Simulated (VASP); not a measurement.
Write the native input for VASP 6.6.1 that does the following.

| Property | Result |
| --- | --- |
| Task | single point |
| Functional | PBE |
| Potentials or basis | VASP PAW PBE potentials, release 64 (Te) |
| Cutoff | 520 eV |
| k mesh | 18 × 18 × 18 |
| Occupations | fermi-dirac, width 0.1 eV |
| Spin | no spin polarisation |
| Dipole correction | no |
| Further INCAR settings | ALGO = Normal; EDIFF = 1e-06; NBANDS = 9 |

The structure of Te lies in POSCAR:

```
Te
1.0
    0.0000000000      2.4193645619      2.4193645619
    2.4193645619      0.0000000000      2.4193645619
    2.4193645619      2.4193645619      0.0000000000
Te
1
Direct
    0.0000000000      0.0000000000      0.0000000000
```

This isn't the form of Te at room conditions, which is trigonal, of chains.

These files were run (other wordings do the same):

INCAR

```
SYSTEM = Te
PREC     = Accurate       ! precision mode
ENCUT    = 520            ! plane-wave cutoff, eV
EDIFF    = 1E-6           ! SCF threshold, eV
ISMEAR   = -1             ! smearing method
SIGMA    = 0.1            ! smearing width, eV
LREAL    = .False.        ! projectors in reciprocal space
LASPH    = .True.         ! aspherical terms in the spheres
NELM     = 80             ! most SCF steps
ALGO     = Normal         ! electronic algorithm
ISIF     = 2              ! what is computed and relaxed
LWAVE    = .False.        ! write WAVECAR
LCHARG   = .False.        ! write CHGCAR
GGA      = PE             ! functional
NBANDS   = 9              ! bands
```

KPOINTS

```
regular mesh
0
Gamma
  18 18 18
  0 0 0
```

Potentials or basis: VASP PAW PBE potentials, release 64 (Te).

Run with:

```console
$ cat potpaw_PBE.64/Te/POTCAR > POTCAR
$ mpirun -np 1 vasp_std > vasp.out
```

It gave:

The pressure is -0.1 GPa and the band gap on the k mesh is zero (bands 3 and 4 overlap by 5.10 eV).

Caveat: spin-orbit coupling is left out, which moves the levels of the heavy elements.

It took 17 s on 1 thread of Intel(R) Xeon(R) 6975P-C (Granite Rapids), with other jobs on the host, peak memory 0.19 GiB.
